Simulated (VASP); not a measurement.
# MgSi3N2 (P6mm) in VASP: further runs

The runs below take MgSi3N2 through single point, relaxation of cell and atoms, with PBE.

Everything below comes from runs of VASP 6.6.1. Logs are shortened: lines on timing, memory, paths and dates and some standing lists are left out, and cuts for length are marked.

### Step 1. The cell of the first run

Symmetry: P6mm, No. 183, hexagonal system. Conventional cell: a = 5.027 Å, b = 5.027 Å, c = 3.531 Å, α = 90.00°, β = 90.00°, γ = 120.00°. Within 3.8 Å of Mg (site symmetry 6mm) lie 6 N at 2.91 Å and 12 Si at 2.94 to 3.22 Å and 2 Mg at 3.53 Å. Within 3.0 Å of Si (site symmetry 2mm) lie 4 N at 2.28 to 2.30 Å and 4 Si at 2.51 Å and 2 Mg at 2.94 Å. Within 3.0 Å of N (site symmetry 3m) lie 6 Si at 2.28 to 2.30 Å and 3 N at 2.90 Å and 3 Mg at 2.91 Å.

The cell was generated, and may not be a known phase.

### Step 2. Single point, PBE, collinear spin, ferromagnetic start

The input, INCAR:

```
SYSTEM = MgSi3N2
PREC = Accurate
ENCUT = 520
EDIFF = 1E-7
ISMEAR = 0
SIGMA = 0.1
LREAL = .False.
LASPH = .True.
NELM = 150
ALGO = Normal
ISIF = 2
LWAVE = .False.
LCHARG = .False.
ISPIN = 2
MAGMOM = 0 0 0 0 1 1
LORBIT = 11
GGA = PE
NBANDS = 25
```

The input, KPOINTS:

```
Automatic mesh
0
Gamma
  6 6 6
  0 0 0
```

The input, POSCAR:

```
MgSi3N2
1.0
    5.0268837100      0.0000000000      0.0000000000
   -2.5134418500      4.3534089900      0.0000000000
    0.0000000000      0.0000000000      3.5307300600
Mg Si N
1 3 2
Direct
    0.0000000000      0.0000000000      0.8888130200
    0.5000000000      0.5000000000      0.4595159900
    0.5000000000      0.0000000000      0.4595159900
    0.0000000000      0.5000000000      0.4595159900
    0.6666666700      0.3333333300      0.9631379800
    0.3333333300      0.6666666700      0.9631379800
```

Potentials or basis: VASP PAW PBE potentials, release 64 (Mg, Si, N).

The run is started by

```sh
cat potpaw_PBE.64/Mg/POTCAR potpaw_PBE.64/Si/POTCAR potpaw_PBE.64/N/POTCAR > POTCAR
mpirun -np 1 vasp_std > vasp.out
```

OUTCAR:

```text
SYSTEM = MgSi3N2
   PREC = Accurate
   ENCUT = 520
   EDIFF = 1E-7
   ISMEAR = 0
   LREAL = .False.
   LASPH = .True.
   NELM = 150
   ISIF = 2
   ISPIN = 2
   LORBIT = 11
   GGA = PE

 ion  position               nearest neighbor table
   1  0.000  0.000  0.889-   4 2.94   4 2.94   2 2.94   2 2.94   3 2.94   3 2.94   4 3.22   4 3.22
                             2 3.22   2 3.22   3 3.22   3 3.22
   2  0.500  0.500  0.460-   5 2.28   6 2.28   5 2.30   6 2.30   3 2.51   3 2.51   4 2.51   4 2.51
                             1 2.94   1 2.94   1 3.22   1 3.22
   3  0.500  0.000  0.460-   5 2.28   6 2.28   5 2.30   6 2.30   2 2.51   2 2.51   4 2.51   4 2.51
                             1 2.94   1 2.94   1 3.22   1 3.22
   4  0.000  0.500  0.460-   5 2.28   6 2.28   5 2.30   6 2.30   3 2.51   3 2.51   2 2.51   2 2.51
                             1 2.94   1 2.94   1 3.22   1 3.22
   5  0.667  0.333  0.963-   3 2.28   4 2.28   2 2.28   3 2.30   4 2.30   2 2.30
   6  0.333  0.667  0.963-   3 2.28   4 2.28   2 2.28   3 2.30   4 2.30   2 2.30

  LATTYP: Found a hexagonal cell.
 ALAT       =     5.0268837100
 C/A-ratio  =     0.7023695521

  Lattice vectors:

 A1 = (   5.0268837100,   0.0000000000,   0.0000000000)
 A2 = (  -2.5134418500,   4.3534089900,   0.0000000000)
 A3 = (   0.0000000000,   0.0000000000,   3.5307300600)

Analysis of symmetry for initial positions (statically):
=====================================================================
 Subroutine PRICEL returns:
 Original cell was already a primitive cell.

 Routine SETGRP: Setting up the symmetry group for a
 hexagonal supercell.

 Subroutine GETGRP returns: Found 12 space group operations
 (whereof 12 operations were pure point group operations)
 out of a pool of 24 trial point group operations.

The static configuration has the point symmetry C_6v.

Analysis of symmetry for dynamics (positions and initial velocities):
=====================================================================
 Subroutine PRICEL returns:
 Original cell was already a primitive cell.

 Routine SETGRP: Setting up the symmetry group for a
 hexagonal supercell.

 Subroutine GETGRP returns: Found 12 space group operations
 (whereof 12 operations were pure point group operations)
 out of a pool of 24 trial point group operations.

The dynamic configuration has the point symmetry C_6v.

Analysis of structural, dynamic, and magnetic symmetry:
=====================================================================
 Subroutine PRICEL returns:
 Original cell was already a primitive cell.

 Routine SETGRP: Setting up the symmetry group for a
 hexagonal supercell.

 Subroutine GETGRP returns: Found 12 space group operations
 (whereof 12 operations were pure point group operations)
 out of a pool of 24 trial point group operations.

The overall configuration has the point symmetry C_6v.

 Subroutine INISYM returns: Found 12 space group operations
 (whereof 12 operations are pure point group operations),
 and found     1 'primitive' translations

----------------------------------------------------------------------------------------

                                     Primitive cell

  volume of cell :      77.2668

  direct lattice vectors                    reciprocal lattice vectors
     5.026883710  0.000000000  0.000000000     0.198930403  0.114852521  0.000000000
    -2.513441850  4.353408990  0.000000000     0.000000000  0.229705043  0.000000000
     0.000000000  0.000000000  3.530730060     0.000000000  0.000000000  0.283227543

  length of vectors
     5.026883710  5.026883703  3.530730060     0.229705043  0.229705043  0.283227543

  position of ions in fractional coordinates (direct lattice)
     0.000000000  0.000000000  0.888813020
     0.500000000  0.500000000  0.459515990
     0.500000000  0.000000000  0.459515990
     0.000000000  0.500000000  0.459515990
     0.666666670  0.333333330  0.963137980
     0.333333330  0.666666670  0.963137980

  ion indices of the primitive-cell ions
   primitive index   ion index
                 1           1
                 2           2
                 3           3
                 4           4
                 5           5
                 6           6
[... 53 lines left out ...]
 [... further k-points ...]
   k-points           NKPTS =     28   k-points in BZ     NKDIM =     28   number of bands    NBANDS=     25
   number of dos      NEDOS =    301   number of ions     NIONS =      6
   total plane-waves  NPLWV =  44800
   dimension x,y,z NGX =    40 NGY =   40 NGZ =   28
   dimension x,y,z NGXF=    80 NGYF=   80 NGZF=   56
   ions per type =               1   3   2
   NGX,Y,Z   is equivalent  to a cutoff of  13.23, 13.23, 13.18 a.u.
   NGXF,Y,Z  is equivalent  to a cutoff of  26.46, 26.46, 26.37 a.u.
 SYSTEM =  MgSi3N2
   PREC   = accura    normal or accurate (medium, high low for compatibility)
   ISTART =      0    job   : 0-new  1-cont  2-samecut
   ICHARG =      2    charge: 1-file 2-atom 10-const
   ISPIN  =      2    spin polarized calculation?
   LNONCOLLINEAR =      F non collinear calculations
   LSORBIT =      F    spin-orbit coupling
   LASPH  =      T    aspherical Exc in radial PAW
   ENCUT  =  520.0 eV  38.22 Ry    6.18 a.u.   9.35  9.35  6.56*2*pi/ulx,y,z
   NELM   =    150;   NELMIN=  2; NELMDL= -5     # of ELM steps
   EDIFF  = 0.1E-06   stopping-criterion for ELM
   LREAL  =      F    real-space projection
   EDIFFG = 0.1E-05   stopping-criterion for IOM
   NSW    =      0    number of steps for IOM
   IBRION =     -1    ionic relax: 0-MD 1-quasi-New 2-CG
   NFREE  =      0    steps in history (QN), initial steepest desc. (CG)
   ISIF   =      2    stress and relaxation
   ISYM   =      2    0-nonsym 1-usesym 2-fastsym
   POTIM  = 0.5000    time-step for ionic-motion
   TEBEG  =    0.0;   TEEND  =   0.0 temperature during run
   PSTRESS=    0.0 pullay stress
   NELECT =      24.0000    total number of electrons
   NUPDOWN=      -1.0000    fix difference up-down
   EMIN   =  10.00;   EMAX   =-10.00  energy-range for DOS
   EFERMI =   0.00;   METHOD = LEGACY
   ISMEAR =     0;   SIGMA  =   0.10  broadening in eV -4-tet -1-fermi 0-gaus
   EFERMI_NEDOS =   21; number of points for ismear=-14 and -15
   IALGO  =     38    algorithm
   IMIX   =      4    mixing-type and parameters
     AMIX     =   0.40;   BMIX     =  1.00
     AMIX_MAG =   1.60;   BMIX_MAG =  1.00
  volume/ion in A,a.u.               =      12.88        86.90
  Fermi-wavevector in a.u.,A,eV,Ry     =   1.108701  2.095140 16.724515  1.229217
  Thomas-Fermi vector in A             =   2.245231
   LORBIT       =     11    0 simple, 1 ext, 2 COOP (PROOUT), +10 PAW based schemes
   GGA     = PE    functional components
   LHFCALC =     F    Hartree Fock is set to
   AEXX    =    0.0000 exact exchange contribution
   IVDW    =     0    specifies the selected vdW correction
   LEPSILON=     F    determine dielectric tensor
   LRPA    =     F    only Hartree local field effects (RPA)
 spin polarized calculation
 Gauss-broadening in eV      SIGMA  =   0.10
  energy-cutoff  :      520.00
  volume of cell :       77.27
 maximum number of plane-waves:      2119
 NGX is ok and might be reduce to    40
   NGX = 19   NGY = 19   NGZ = 13

 number of electron      23.9999999 magnetization       0.0003990

 number of electron      23.9999999 magnetization      -0.0000331

 Free energy of the ion-electron system (eV)
  ---------------------------------------------------
  ext. energy  EPLUGINS =         0.00000000
  ---------------------------------------------------
  free energy    TOTEN  =       -29.87401695 eV

  energy without entropy =      -29.86002508  energy(sigma->0) =      -29.86702101

 E-fermi :   7.8651     XC(G=0): -10.7849

 val. band max:        7.8482713578   @ k =   0.1667   0.0000   0.1667
 cond. band min:       7.9106444210   @ k =   0.3333   0.1667   0.0000
 fundamental gap:      0.0623730632
 Fermi energy:         7.8651352450

 spin component 1

 k-point     1 :       0.0000    0.0000    0.0000
  band No.  band energies     occupation
      1      -9.0161      1.00000
      2      -6.6083      1.00000
      3       0.2290      1.00000
      4       0.2290      1.00000
      5       0.2535      1.00000
      6       1.9074      1.00000
[... 637 lines left out ...]
     23      16.8516      0.00000
     24      17.4358      0.00000

 [... further k-points ...]

 spin component 2

 k-point     1 :       0.0000    0.0000    0.0000
  band No.  band energies     occupation
      1      -9.0161      1.00000
      2      -6.6083      1.00000
      3       0.2290      1.00000
      4       0.2290      1.00000
      5       0.2535      1.00000
      6       1.9074      1.00000
[... 637 lines left out ...]
     23      16.8516      0.00000
     24      17.4358      0.00000

 [... further k-points ...]

 [bands above 24 left out]

------------------------ aborting loop because EDIFF is reached ----------------------------------------

  FORCE on cell =-STRESS in cart. coord.  units (eV):
  Direction    XX          YY          ZZ          XY          YZ          ZX
  --------------------------------------------------------------------------------------
  -------------------------------------------------------------------------------------
  Total       -0.9129164     -0.9129164     -6.9082028     -0.0000000      0.0000000      0.0000000
  in kB      -18.9299205    -18.9299205   -143.2461092     -0.0000000      0.0000000      0.0000000
  external PRESSURE =     -60.3686501 kB  Pullay stress =       0.0000000 kB

 VOLUME and BASIS-vectors are now :
 -----------------------------------------------------------------------------
  energy-cutoff  :      520.00
  volume of cell :       77.27
      direct lattice vectors                 reciprocal lattice vectors
     5.026883710  0.000000000  0.000000000     0.198930403  0.114852521  0.000000000
    -2.513441850  4.353408990  0.000000000     0.000000000  0.229705043  0.000000000
     0.000000000  0.000000000  3.530730060     0.000000000  0.000000000  0.283227543

 POSITION                                       TOTAL-FORCE (eV/Angst)
 -----------------------------------------------------------------------------------
      0.00000      0.00000      3.13816         0.000000     -0.000000      0.204157
      1.25672      2.17670      1.62243         0.000000      0.000000     -0.313060
      2.51344      0.00000      1.62243         0.000000     -0.000000     -0.313060
     -1.25672      2.17670      1.62243         0.000000      0.000000     -0.313060
      2.51344      1.45114      3.40058        -0.000000      0.000000      0.367511
     -0.00000      2.90227      3.40058         0.000000     -0.000000      0.367511
 -----------------------------------------------------------------------------------
    total drift:                                0.000000      0.000000     -0.000261

  FREE ENERGIE OF THE ION-ELECTRON SYSTEM (eV)
  ---------------------------------------------------
  free  energy   TOTEN  =       -29.8740169529 eV

  energy  without entropy=      -29.8600250767  energy(sigma->0) =      -29.86702101

 total charge

# of ion       s       p       d       tot
------------------------------------------
    1        0.158   0.090   0.028   0.277
    2        0.820   0.686   0.000   1.506
    3        0.820   0.686   0.000   1.506
    4        0.820   0.686   0.000   1.506
    5        1.326   2.214   0.000   3.540
    6        1.326   2.214   0.000   3.540
--------------------------------------------------
tot          5.270   6.575   0.028  11.874

 magnetization (x)

# of ion       s       p       d       tot
------------------------------------------
    1        0.000  -0.000   0.000   0.000
    2       -0.000  -0.000   0.000  -0.000
    3       -0.000  -0.000   0.000  -0.000
    4       -0.000  -0.000   0.000  -0.000
    5        0.000   0.000   0.000   0.000
    6        0.000   0.000   0.000   0.000
--------------------------------------------------
tot         -0.000  -0.000   0.000  -0.000
```

It took 1.9 min on 1 thread of Intel Xeon Platinum 8259CL at 2.50GHz (Skylake/Cascade Lake), shared host; peak memory 0.28 GiB.

What came out:

| Item | Value |
| --- | --- |
| Free energy | -29.8740 eV |
| Pressure | -6.0 GPa |
| Largest force | 0.368 eV/Å |
| Band gap on the k mesh | zero (filled and empty bands overlap) |
| Net moment | 0.00 μB per cell |
| Valence electrons inside the program's atomic spheres | Mg 0.28; Si 1.51; N 3.54 |

Forces in eV/Å, atoms in the order of the input:
```
Mg   0.000  0.000  0.204
Si   0.000  0.000 -0.313
Si   0.000  0.000 -0.313
Si   0.000  0.000 -0.313
N    0.000  0.000  0.368
N    0.000  0.000  0.368
```

Stress tensor (GPa, compression positive):
```
 -1.89   0.00   0.00
  0.00  -1.89   0.00
  0.00   0.00 -14.32
```

Levels at points of the mesh, in eV from the Fermi level:
Spin up:
| k point | band 8 | band 9 | band 10 | band 11 | band 12 | band 13 | band 14 | band 15 | band 16 | band 17 |
| --- | --- | --- | --- | --- | --- | --- | --- | --- | --- | --- |
| (0.00, 0.00, 0.00) | -5.43 | -3.77 | -2.63 | -1.46 | 0.46 | 0.46 | 1.32 | 1.32 | 3.59 | 3.59 |
| (0.50, 0.00, 0.00) | -4.11 | -3.23 | -3.05 | -2.11 | -0.56 | 2.13 | 2.69 | 2.78 | 2.97 | 2.98 |
| (0.00, 0.00, 0.50) | -4.36 | -3.23 | -3.23 | -2.88 | -2.88 | -1.52 | -0.65 | 3.73 | 3.99 | 4.71 |
| (0.50, 0.00, 0.50) | -5.44 | -3.15 | -1.88 | -0.81 | 0.80 | 1.46 | 1.52 | 2.45 | 3.17 | 3.47 |
Spin down:
```csv
k point,band 8,band 9,band 10,band 11,band 12,band 13,band 14,band 15,band 16,band 17
"(0.00, 0.00, 0.00)",-5.43,-3.77,-2.63,-1.46,0.46,0.46,1.32,1.32,3.59,3.59
"(0.50, 0.00, 0.00)",-4.11,-3.23,-3.05,-2.11,-0.56,2.13,2.69,2.78,2.97,2.98
"(0.00, 0.00, 0.50)",-4.36,-3.23,-3.23,-2.88,-2.88,-1.52,-0.65,3.73,3.99,4.71
"(0.50, 0.00, 0.50)",-5.44,-3.15,-1.88,-0.81,0.80,1.46,1.52,2.45,3.17,3.47
```

Caveat: the stress differs along the axes, from -14 to -2 GPa.

### Step 3. Relaxation of cell and atoms, PBE

This run uses another cell than the first one, of 16.59 Å³/atom.

The input, INCAR:

```
SYSTEM = MgSi3N2
ALGO = Normal
EDIFF = 1E-6
EDIFFG = -0.01
ENCUT = 600
GGA = PE
IBRION = 2
ISIF = 3
ISMEAR = 0
LASPH = .True.
LCHARG = .False.
LREAL = .False.
LWAVE = .False.
NELM = 80
NSW = 100
PREC = Accurate
SIGMA = 0.1
```

The input, KPOINTS:

```
k-points
0
Gamma
  12 12 10
  0 0 0
```

The input, POSCAR:

```
MgSi3N2
1.0
    5.1973212218      0.0000000000      0.0000000000
   -2.5986606109      4.5010122097      0.0000000000
    0.0000000000      0.0000000000      4.2563396057
Mg Si N
1 3 2
Direct
    0.0000000000      0.0000000000      0.6951135259
    0.5000000000      0.5000000000      0.3952523979
    0.5000000000      0.0000000000      0.3952523979
    0.0000000000      0.5000000000      0.3952523979
    0.6666666667      0.3333333333      0.1563831152
    0.3333333333      0.6666666667      0.1563831152
```

Potentials or basis: VASP PAW PBE potentials, release 64 (Mg, Si, N).

The run is started by

```sh
cat potpaw_PBE.64/Mg/POTCAR potpaw_PBE.64/Si/POTCAR potpaw_PBE.64/N/POTCAR > POTCAR
mpirun -np 1 vasp_std > vasp.out
```

Wall time 17 min (1 thread of Intel Xeon Platinum 8259CL at 2.50GHz (Skylake/Cascade Lake), shared host); peak memory 0.43 GiB.

Results (log left out):

```yaml
Free_energy: -32.5610 eV
Relaxed_volume: 16.74 Å³/atom
Relaxed_cell: a = 5.189 Å, b = 5.189 Å, c = 4.306 Å, α = 90.00°, β = 90.00°, γ = 120.00°
Space_group_after_relaxing_to_0.1_Å: P6mm (No. 183)
Energy_gained_by_relaxing: 0.1 meV/atom
Ionic_steps: 12
Pressure_after_relaxing: 0.0 GPa
Largest_force_after_relaxing: 0.010 eV/Å
Band_gap_on_the_k_mesh: zero (bands 12 and 13 overlap by 0.96 eV)
```

Forces on the atoms (eV/Å):
```
Mg   0.000  0.000 -0.010
Si   0.000  0.000  0.004
Si   0.000  0.000  0.004
Si   0.000  0.000  0.004
N    0.000  0.000 -0.001
N    0.000  0.000 -0.001
```

The path:
```
step  energy change (eV)  largest force (eV/Å)  pressure (GPa)  volume (Å³)
   1              0.0000                0.0309           -0.11        99.57
   2             -0.0002                0.0194            0.08        99.40
   3             -0.0002                0.0193            0.08        99.40
   4             -0.0003                0.0110            0.07        99.42
   5             -0.0003                0.0191            0.05        99.43
   6             -0.0004                0.0193            0.03        99.53
   7             -0.0006                0.0202           -0.03        99.82
   8             -0.0008                0.0236           -0.09       100.40
   9             -0.0008                0.0109            0.03       100.41
  10             -0.0008                0.0115            0.01       100.41
  11             -0.0008                0.0117            0.01       100.41
  12             -0.0009                0.0097            0.02       100.42
```

Final structure:
```cif
data_structure
_symmetry_space_group_name_H-M 'P 1'
_symmetry_Int_Tables_number 1
_cell_length_a 5.1890
_cell_length_b 5.1890
_cell_length_c 4.3064
_cell_angle_alpha 90.000
_cell_angle_beta 90.000
_cell_angle_gamma 120.000
_cell_volume 100.42
loop_
_atom_site_label
_atom_site_type_symbol
_atom_site_fract_x
_atom_site_fract_y
_atom_site_fract_z
_atom_site_occupancy
Mg1 Mg 0.00000 0.00000 0.69080 1
Si1 Si 0.50000 0.50000 0.39520 1
Si2 Si 0.50000 0.00000 0.39520 1
Si3 Si 0.00000 0.50000 0.39520 1
N1 N 0.66667 0.33333 0.15862 1
N2 N 0.33333 0.66667 0.15862 1
```

Levels at points of the mesh, in eV from the Fermi level:
| k point | band 8 | band 9 | band 10 | band 11 | band 12 | band 13 | band 14 | band 15 | band 16 |
| --- | --- | --- | --- | --- | --- | --- | --- | --- | --- |
| (0.00, 0.00, 0.00) | -4.07 | -4.00 | -0.35 | -0.35 | -0.34 | -0.34 | -0.07 | 1.89 | 3.72 |
| (0.50, 0.00, 0.00) | -4.48 | -2.83 | -2.58 | -1.52 | -1.24 | 1.71 | 2.46 | 2.93 | 3.27 |
| (0.00, 0.00, 0.50) | -4.74 | -2.37 | -1.24 | -1.24 | -0.62 | -0.62 | -0.12 | 2.91 | 3.70 |
| (0.50, 0.00, 0.50) | -4.41 | -2.92 | -2.35 | -0.92 | -0.13 | 1.25 | 1.79 | 2.80 | 2.95 |

The gap in the log of VASP goes by the Fermi energy; the results here count the filled bands.